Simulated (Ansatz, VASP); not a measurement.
## One calculation of Be, two programs

```
Be
1.0
     2.25507    0.00000    0.00000
    -1.12753    1.95295    0.00000
     0.00000    0.00000    3.55835
Be
2
Direct
  0.33333 0.66667 0.25000
  0.66667 0.33333 0.75000
```

Alike in both runs: functional PBEsol; k mesh 21 × 21 × 12; occupations gaussian, width 0.1 eV; no spin polarisation.

Ansatz relaxed the structure, and its values are those at the end. VASP's run is a single point on that final structure, the one shown.

|  | VASP | Ansatz |
| --- | --- | --- |
| version | VASP 6.6.1 | Ansatz 0.2.0 |
| potentials or method | VASP PAW PBE potentials, release 64 (Be), cutoff 520 eV | scalar-relativistic, plane waves, PAW |
| valence electrons in the cell | 4 | 4 |

Ansatz gave:

* gap on the k mesh at the Fermi level (eV): none
* pressure (GPa): 0.0

**Question.** Which values does VASP return?

**Answer.** gap on the k mesh at the Fermi level (eV): none; pressure (GPa): 0.4.

VASP's potentials were made for PBE, not for PBEsol. A gap of «none» marks a metal or a gap that the smearing closes.
